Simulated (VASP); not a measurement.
# PtSe2 (Sudovikovite) (P-3m1) in VASP: further runs

The runs below take PtSe2 (Sudovikovite) through relaxation of cell and atoms, single point, with r2SCAN, PBE-based screened hybrid, r2SCAN+U.

Program: VASP 6.6.1. These are calculated values, not measurements. Logs are shortened: lines on timing, memory, paths and dates and some standing lists are left out, and cuts for length are marked.

### 1 The cell of the first run

It takes space group P-3m1 (No. 164, trigonal). Conventional cell: a = 3.724 Å, b = 3.724 Å, c = 5.062 Å, α = 90.00°, β = 90.00°, γ = 120.00°. Pt (site symmetry -3m) has 6 Se at 2.49 Å within 3.3 Å. Within 3.3 Å of Se (site symmetry 3m) lie 3 Pt at 2.49 Å.

### 2 Relaxation of cell and atoms, r2SCAN

File POSCAR:

```
PtSe2
1.0
    3.7240000000      0.0000000000      0.0000000000
   -1.8620000000      3.2250786037      0.0000000000
    0.0000000000      0.0000000000      5.0620000000
Pt Se
1 2
Direct
    0.0000000000      0.0000000000      0.0000000000
    0.6666666667      0.3333333333      0.7500000000
    0.3333333333      0.6666666667      0.2500000000
```

File INCAR.step1:

```
PREC = Accurate ; ENCUT = 600
ISMEAR = -1 ; SIGMA = 0.05
LREAL = False ; LASPH = True
NELM = 60 ; GGA = PE
ALGO = Normal ; EDIFF = 1E-4
LWAVE = True ; LCHARG = False
```

File INCAR.step2:

```
PREC = Accurate ; ENCUT = 600
EDIFF = 1E-6 ; ISMEAR = -1
SIGMA = 0.05 ; LREAL = False
LASPH = True ; NELM = 60
ALGO = Normal ; ISIF = 3
LWAVE = False ; LCHARG = False
METAGGA = R2SCAN ; LMIXTAU = True
IBRION = 2 ; NSW = 60
EDIFFG = -0.01 ; ISTART = 1
```

File KPOINTS:

```
regular mesh
0
Gamma
  8 8 5
```

Potentials or basis: VASP PAW PBE potentials, release 64 (Pt, Se).

Launch:

```sh
$ cat potpaw_PBE.64/Pt/POTCAR potpaw_PBE.64/Se/POTCAR > POTCAR
$ cp INCAR.step1 INCAR
$ mpirun -np 1 vasp_std > vasp.out
$ cp INCAR.step2 INCAR
$ mpirun -np 1 vasp_std > vasp.out
```

OUTCAR:

```text
PREC = Accurate
   ENCUT = 600
   EDIFF = 1E-6
   ISMEAR = -1
   LREAL = False
   LASPH = True
   NELM = 60
   ISIF = 3
   METAGGA = R2SCAN
   IBRION = 2
   NSW = 60
   EDIFFG = -0.01
   ISTART = 1

 ion  position               nearest neighbor table
   1  0.000  0.000  0.000-   2 2.49   3 2.49   2 2.49   3 2.49   2 2.49   3 2.49
   2  0.667  0.333  0.750-   1 2.49   1 2.49   1 2.49
   3  0.333  0.667  0.250-   1 2.49   1 2.49   1 2.49

  LATTYP: Found a hexagonal cell.
 ALAT       =     3.7240000000
 C/A-ratio  =     1.3592910849

  Lattice vectors:

 A1 = (   3.7240000000,   0.0000000000,   0.0000000000)
 A2 = (  -1.8620000000,   3.2250786037,   0.0000000000)
 A3 = (   0.0000000000,   0.0000000000,   5.0620000000)

Analysis of symmetry for initial positions (statically):
=====================================================================
 Subroutine PRICEL returns:
 Original cell was already a primitive cell.

 Routine SETGRP: Setting up the symmetry group for a
 hexagonal supercell.

 Subroutine GETGRP returns: Found 12 space group operations
 (whereof 12 operations were pure point group operations)
 out of a pool of 24 trial point group operations.

The static configuration has the point symmetry D_3d.

Analysis of symmetry for dynamics (positions and initial velocities):
=====================================================================
 Subroutine PRICEL returns:
 Original cell was already a primitive cell.

 Routine SETGRP: Setting up the symmetry group for a
 hexagonal supercell.

 Subroutine GETGRP returns: Found 12 space group operations
 (whereof 12 operations were pure point group operations)
 out of a pool of 24 trial point group operations.

The dynamic configuration has the point symmetry D_3d.

 Subroutine INISYM returns: Found 12 space group operations
 (whereof 12 operations are pure point group operations),
 and found     1 'primitive' translations

----------------------------------------------------------------------------------------

                                     Primitive cell

  volume of cell :      60.7956

  direct lattice vectors                    reciprocal lattice vectors
     3.724000000  0.000000000  0.000000000     0.268528464  0.155034981  0.000000000
    -1.862000000  3.225078604  0.000000000     0.000000000  0.310069962  0.000000000
     0.000000000  0.000000000  5.062000000     0.000000000  0.000000000  0.197550375

  length of vectors
     3.724000000  3.724000000  5.062000000     0.310069962  0.310069962  0.197550375

  position of ions in fractional coordinates (direct lattice)
[... 116 lines left out ...]
 maximum number of plane-waves:      2057
 NGX is ok and might be reduce to    30
   NGX = 15   NGY = 15   NGZ = 21

--------------------------------------- Ionic step        1  -------------------------------------------

 number of electron      22.0000000 magnetization

 Free energy of the ion-electron system (eV)
  ---------------------------------------------------
  ext. energy  EPLUGINS =         0.00000000
  ---------------------------------------------------
  free energy    TOTEN  =       -81.42670844 eV

  energy without entropy =      -81.42367002  energy(sigma->0) =      -81.42518923

------------------------ aborting loop because EDIFF is reached ----------------------------------------

  FORCE on cell =-STRESS in cart. coord.  units (eV):
  Direction    XX          YY          ZZ          XY          YZ          ZX
  --------------------------------------------------------------------------------------
  -------------------------------------------------------------------------------------
  Total        1.8989032      1.8989032      1.9219658      0.0000000     -0.0000000     -0.0000000
  in kB       50.0427655     50.0427655     50.6505458      0.0000000     -0.0000000     -0.0000000
  external PRESSURE =      50.2453590 kB  Pullay stress =       0.0000000 kB
[... 92 lines left out ...]
  FREE ENERGIE OF THE ION-ELECTRON SYSTEM (eV)
  ---------------------------------------------------
  free  energy   TOTEN  =       -81.4601913174 eV

  energy  without entropy=      -81.4570038051  energy(sigma->0) =      -81.45859756

 E-fermi :   5.2278     XC(G=0): -10.7174

 val. band max:        5.1189134371   @ k =   0.0000   0.0000   0.0000
 cond. band min:       5.4505007107   @ k =   0.0000   0.2500   0.4000
 fundamental gap:      0.3315872736
 Fermi energy:         5.2278448299

 k-point     1 :       0.0000    0.0000    0.0000
  band No.  band energies     occupation
      1     -10.5368      2.00000
      2      -8.2661      2.00000
      3      -1.7418      2.00000
      4      -1.0681      2.00000
      5      -1.0681      2.00000
      6       1.2029      2.00000
      7       1.2029      2.00000
      8       2.5243      2.00000
      9       4.2222      2.00000
     10       4.2222      2.00000
     11       5.1189      1.79663
     12       7.0090      0.00000
     13       7.0090      0.00000
     14       9.7280      0.00000
[... 403 lines left out ...]
      4      -0.8332      2.00000
      5      -0.4029      2.00000
      6       0.2714      2.00000
      7       0.4934      2.00000
      8       1.8370      2.00000
      9       2.0736      2.00000
     10       2.6863      2.00000
     11       3.7419      2.00000
     12       5.6825      0.00022
     13       6.6235      0.00000
     14      10.4154      0.00000
     15      12.7471      0.00000

 [... further k-points ...]

[... ionic steps 4 to 16 ...]

--------------------------------------- Ionic step       17  -------------------------------------------

 number of electron      21.9999998 magnetization

------------------------ aborting loop because EDIFF is reached ----------------------------------------
[... 69 lines left out ...]
--------------------------------------- Ionic step       19  -------------------------------------------

 number of electron      21.9999998 magnetization

 Free energy of the ion-electron system (eV)
  ---------------------------------------------------
  ext. energy  EPLUGINS =         0.00000000
  ---------------------------------------------------
  free energy    TOTEN  =       -81.49662279 eV

  energy without entropy =      -81.49656468  energy(sigma->0) =      -81.49659373

 E-fermi :   4.6761     XC(G=0): -10.4018

 val. band max:        4.3484949463   @ k =   0.1250  -0.0000   0.0000
 cond. band min:       5.0031242688   @ k =   0.0000   0.2500   0.4000
 fundamental gap:      0.6546293225
 Fermi energy:         4.6761409006

 k-point     1 :       0.0000    0.0000    0.0000
  band No.  band energies     occupation
      1     -10.9531      2.00000
      2      -8.7957      2.00000
      3      -2.0286      2.00000
      4      -1.5875      2.00000
      5      -1.5875      2.00000
      6       0.7159      2.00000
      7       0.7159      2.00000
      8       2.1435      2.00000
      9       3.7351      2.00000
     10       3.7351      2.00000
     11       4.3381      1.99769
     12       6.7141      0.00000
     13       6.7141      0.00000
     14       9.1614      0.00000
[... 445 lines left out ...]
  FREE ENERGIE OF THE ION-ELECTRON SYSTEM (eV)
  ---------------------------------------------------
  free  energy   TOTEN  =       -81.4966227894 eV

  energy  without entropy=      -81.4965646769  energy(sigma->0) =      -81.49659373

 reached required accuracy - stopping structural energy minimisation
```

OSZICAR.step1:

```text
N       E                     dE             d eps       ncg     rms          rms(c)
DAV:   1     0.128166171312E+03    0.12817E+03   -0.11192E+04  1208   0.145E+03
DAV:   2    -0.925862710150E+01   -0.13742E+03   -0.13433E+03  1564   0.251E+02
DAV:   3    -0.149317620739E+02   -0.56731E+01   -0.56409E+01  1481   0.535E+01
DAV:   4    -0.149807994065E+02   -0.49037E-01   -0.49020E-01  1459   0.523E+00
DAV:   5    -0.149813128924E+02   -0.51349E-03   -0.51347E-03  1536   0.519E-01    0.131E+01
DAV:   6    -0.143969095609E+02    0.58440E+00   -0.49774E+00  1228   0.223E+01    0.799E+00
DAV:   7    -0.142079904692E+02    0.18892E+00   -0.97567E-01  1228   0.106E+01    0.394E+00
DAV:   8    -0.141907043004E+02    0.17286E-01   -0.58344E-02  1284   0.201E+00    0.874E-01
DAV:   9    -0.141881968002E+02    0.25075E-02   -0.91004E-03  1396   0.102E+00    0.182E-01
DAV:  10    -0.141883921270E+02   -0.19533E-03   -0.12677E-03  1403   0.269E-01    0.475E-02
DAV:  11    -0.141883979514E+02   -0.58245E-05   -0.55293E-05   684   0.760E-02
   1 F= -.14188398E+02 E0= -.14185625E+02  d E =-.554613E-02
```

Wall time 18 min (1 thread of AMD EPYC 9R45 (Zen 5), shared host); peak memory 0.21 GiB.

Results:

| Item | Value |
| --- | --- |
| Free energy | -81.4966 eV |
| Relaxed volume | 23.16 Å³/atom |
| Relaxed cell | a = 3.719 Å, b = 3.719 Å, c = 5.801 Å, α = 90.00°, β = 90.00°, γ = 120.00° |
| Space group after relaxing (to 0.05 Å) | P-3m1 (No. 164) |
| Energy gained by relaxing | 23.3 meV/atom |
| Ionic steps | 19 |
| Pressure after relaxing | 0.0 GPa |
| Band gap on the k mesh | 0.65 eV, indirect (least direct gap 1.01 eV) |

Forces in eV/Å, atoms in the order of the input:
```
Pt   0.000  0.000  0.000
Se   0.000  0.000  0.003
Se   0.000  0.000 -0.003
```

The path:
```tsv
step	energy change (eV)	largest force (eV/Å)	pressure (GPa)	volume (Å³)
1	0.0000	0.3900	5.02	60.80
2	0.0580	0.7959	-6.60	66.56
3	-0.0335	0.1024	0.03	62.87
4	-0.0335	0.0935	0.13	62.83
5	-0.0370	0.1084	0.13	63.04
6	-0.0450	0.1506	0.17	63.66
7	-0.0507	0.2332	0.42	64.85
8	-0.0537	0.2283	0.23	65.25
9	-0.0606	0.2107	-0.28	66.43
10	-0.0667	0.1665	-1.02	68.83
11	-0.0696	0.0005	0.05	68.87
12	-0.0697	0.0085	0.10	68.88
13	-0.0697	0.0079	0.09	68.95
14	-0.0698	0.0104	0.06	69.16
15	-0.0699	0.0160	0.02	69.59
16	-0.0699	0.0151	0.03	69.51
17	-0.0699	0.0088	-0.09	69.55
18	-0.0699	0.0005	-0.06	69.53
19	-0.0699	0.0026	0.00	69.49
```

Final structure:
```
Pt Se
1.0
     3.71915    0.00000    0.00000
    -1.85957    3.22087    0.00000
     0.00000    0.00000    5.80104
Pt Se
1 2
Direct
  0.00000 0.00000 0.00000
  0.66667 0.33333 0.77398
  0.33333 0.66667 0.22602
```

Caveat: the PAW data sets were made with another functional, which shifts forces and pressure a little; spin-orbit coupling is left out, which moves the levels of the heavy elements; the volume moved by +14 % from the deposited cell, more than functionals usually miss.

### 3 Single point, PBE-based screened hybrid

POSCAR is that of step 2.

File INCAR.step1:

```
SYSTEM = PtSe2
PREC = Accurate ; ENCUT = 520
EDIFF = 1E-5 ; ISMEAR = -1
SIGMA = 0.05 ; LREAL = .False.
LASPH = .True. ; NELM = 100
ALGO = Normal ; ISIF = 2
LWAVE = .True. ; LCHARG = .False.
GGA = PE ; NBANDS = 18
```

File INCAR.step2:

```
SYSTEM = PtSe2
PREC = Accurate ; ENCUT = 520
EDIFF = 1E-6 ; ISMEAR = -1
SIGMA = 0.05 ; LREAL = .False.
LASPH = .True. ; NELM = 100
ALGO = Normal ; ISIF = 2
LWAVE = .False. ; LCHARG = .False.
GGA = PE ; LHFCALC = .True.
AEXX = 0.5 ; HFSCREEN = 0.2
PRECFOCK = Normal ; ISTART = 1
NBANDS = 18
```

File KPOINTS:

```
Automatic mesh
0
Gamma
  4 4 3
  0 0 0
```

Potentials or basis: VASP PAW PBE potentials, release 64 (Pt, Se).

Launch:

```sh
$ cat potpaw_PBE.64/Pt/POTCAR potpaw_PBE.64/Se/POTCAR > POTCAR
$ cp INCAR.step1 INCAR
$ mpirun -np 1 vasp_std > vasp.out
$ cp INCAR.step2 INCAR
$ mpirun -np 1 vasp_std > vasp.out
```

It took 17 min on 1 thread of Intel Xeon 6975P-C, shared host; peak memory 0.3 GiB.

The run converged. Its results:

| Property | Result |
| --- | --- |
| Free energy | -20.5376 eV |
| Pressure | -2.3 GPa |
| Largest force | 0.437 eV/Å |
| Band gap on the k mesh | 0.33 eV, indirect (least direct gap 1.58 eV) |

Forces on the atoms (eV/Å):
```
Pt   0.000  0.000  0.000
Se   0.000  0.000  0.437
Se   0.000  0.000 -0.437
```

Stress tensor (GPa, compression positive):
```
-3.21  0.00  0.00
 0.00 -3.21  0.00
 0.00  0.00 -0.62
```

Levels at points of the mesh, in eV from the valence-band top:
| k point | band 7 | band 8 | band 9 | band 10 | band 11 | band 12 | band 13 | band 14 | band 15 | band 16 |
| --- | --- | --- | --- | --- | --- | --- | --- | --- | --- | --- |
| (0.00, 0.00, 0.00) | -6.53 | -4.68 | -1.92 | -1.92 | 0.00 | 1.85 | 1.85 | 4.29 | 5.52 | 8.46 |
| (0.50, 0.00, 0.00) | -5.93 | -5.76 | -5.07 | -4.93 | -4.55 | 1.12 | 3.08 | 5.72 | 6.85 | 8.15 |

Caveat: the k points lie up to 0.49 Å⁻¹ apart; the PAW data sets were made with another functional, which shifts forces and pressure a little; spin-orbit coupling is left out, which moves the levels of the heavy elements. A k mesh can miss the band edges.

### 4 Single point, r2SCAN+U

POSCAR is that of step 3.

File INCAR.step1:

```
SYSTEM = PtSe2
ALGO = Normal ; EDIFF = 1E-4
ENCUT = 520 ; GGA = PE
ISMEAR = -1 ; LASPH = .True.
LCHARG = .False. ; LDAU = .True.
LDAUJ = 0 0 ; LDAUL = 2 -1
LDAUTYPE = 2 ; LDAUU = 3 0
LMAXMIX = 4 ; LREAL = .False.
LWAVE = .True. ; NBANDS = 18
NELM = 150 ; PREC = Accurate
SIGMA = 0.1
```

File INCAR.step2:

```
SYSTEM = PtSe2
ALGO = Normal ; EDIFF = 1E-6
ENCUT = 520 ; ISIF = 2
ISMEAR = -1 ; ISTART = 1
LASPH = .True. ; LCHARG = .True.
LDAU = .True. ; LDAUJ = 0 0
LDAUL = 2 -1 ; LDAUPRINT = 1
LDAUTYPE = 2 ; LDAUU = 3 0
LELF = .True. ; LMAXMIX = 4
LMIXTAU = .True. ; LREAL = .False.
LVHAR = .True. ; LWAVE = .False.
METAGGA = R2SCAN ; NBANDS = 18
NELM = 150 ; PREC = Accurate
SIGMA = 0.1
```

File KPOINTS:

```
k-points
0
Gamma
  11 11 7
  0 0 0
```

Launch:

```sh
$ cat potpaw_PBE.64/Pt/POTCAR potpaw_PBE.64/Se/POTCAR > POTCAR
$ cp INCAR.step1 INCAR
$ mpirun -np 1 vasp_std > vasp.out
$ cp INCAR.step2 INCAR
$ mpirun -np 1 vasp_std > vasp.out
```

Run time: 5 min. Hardware: 1 thread of Intel Xeon 6975P-C, shared host; peak memory 0.25 GiB.

Results (log left out):

```
Free energy            : -79.3601 eV
Pressure               : 3.3 GPa
Largest force          : 0.267 eV/Å
Band gap on the k mesh : zero (band 11 reaches 6.66 eV, above the bottom of band 12 at 6.17 eV)
```

Forces on the atoms (eV/Å):
```
Pt   0.000  0.000  0.000
Se   0.000  0.000 -0.267
Se   0.000  0.000  0.267
```

Stress tensor (GPa, compression positive):
```
3.06 0.00 0.00
0.00 3.06 0.00
0.00 0.00 3.89
```

Levels at points of the mesh, in eV from the Fermi level:
| k point | band 7 | band 8 | band 9 | band 10 | band 11 | band 12 | band 13 | band 14 | band 15 | band 16 |
| --- | --- | --- | --- | --- | --- | --- | --- | --- | --- | --- |
| (0.00, 0.00, 0.00) | -4.90 | -3.19 | -1.10 | -1.10 | 0.43 | 1.49 | 1.49 | 4.16 | 4.87 | 7.87 |

Eigenvalues of the final occupation matrices:
| site | spin | trace | eigenvalues |
| --- | --- | --- | --- |
| site 1 d | 1 | 4.14 | 0.69 0.69 0.92 0.92 0.92 |
| site 1 d | 2 | 4.14 | 0.69 0.69 0.92 0.92 0.92 |

Caveat: the PAW data sets were made with another functional, which shifts forces and pressure a little; spin-orbit coupling is left out, which moves the levels of the heavy elements; U without spin polarisation on a metal has little footing.

### 5 The runs side by side

| task | level | U | cell | k mesh | cutoff (eV) | smearing | grid for exact exchange (PRECFOCK) | share of exact exchange | screening parameter | gap on the mesh (eV) | pressure (GPa) | largest force (eV/Å) |
| --- | --- | --- | --- | --- | --- | --- | --- | --- | --- | --- | --- | --- |
| relaxation of cell and atoms | r2SCAN | - | relaxed | 8 × 8 × 5 | 600 | fermi-dirac 0.05 eV | - | - | - | 0.65 | 0.0 | - |
| single point | PBE-based screened hybrid | - | as given | 4 × 4 × 3 | 520 | fermi-dirac 0.05 eV | Normal | 0.5 | 0.2 1/Å | 0.33 | -2.3 | 0.44 |
| single point | r2SCAN+U | Pt d U = 3.0 eV | as given | 11 × 11 × 7 | 520 | fermi-dirac 0.1 eV | - | - | - | none | 3.3 | 0.27 |

Alike in all rows: potentials or basis VASP PAW PBE potentials, release 64 (Pt, Se); no spin polarisation.

Caveats: some runs use coarse meshes; the PAW data sets were made with another functional, which shifts forces and pressure a little; spin-orbit coupling is left out, which moves the levels of the heavy elements; the volume moved by +14 % from the deposited cell, more than functionals usually miss (some runs); U without spin polarisation on a metal has little footing (some runs).

Total energies depend on the potentials used, so only differences within one code and one set of settings carry meaning.
